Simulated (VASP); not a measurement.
Input of a VASP 6.6.1 run:

INCAR

```
  ALGO = Normal
  EDIFF = 1E-6
  ENCUT = 500
  GGA = PE
  GGA_COMPAT = False
  ISIF = 2
  ISMEAR = 0
  LASPH = True
  LCHARG = False
  LREAL = False
  LWAVE = False
  NBANDS = 11
  NELM = 120
  PREC = Accurate
  SIGMA = 0.02
```

File KPOINTS:

```
k-points
0
Gamma
  8 8 8
```

File POSCAR:

```
AlAs
1.0
    0.0000000000      2.8638562129      2.8638562129
    2.8638562129      0.0000000000      2.8638562129
    2.8638562129      2.8638562129      0.0000000000
Al As
1 1
Direct
    0.0000000000      0.0000000000      0.0000000000
    0.2500000000      0.2500000000      0.2500000000
```

Potentials or basis: VASP PAW PBE potentials, release 64 (Al, As).

Command:

```console
$ cat potpaw_PBE.64/Al/POTCAR potpaw_PBE.64/As/POTCAR > POTCAR
$ mpirun -np 1 vasp_std > vasp.out
```

**Question.** What does it give for the pressure?

**Answer.** 0.2 GPa.

**Question.** Estimate the band gap on the k mesh.

**Answer.** 1.49 eV, indirect (least direct gap 1.78 eV).

A k mesh can miss the band edges. Expect the measured gap to be larger: semilocal functionals such as PBE lack the derivative discontinuity.
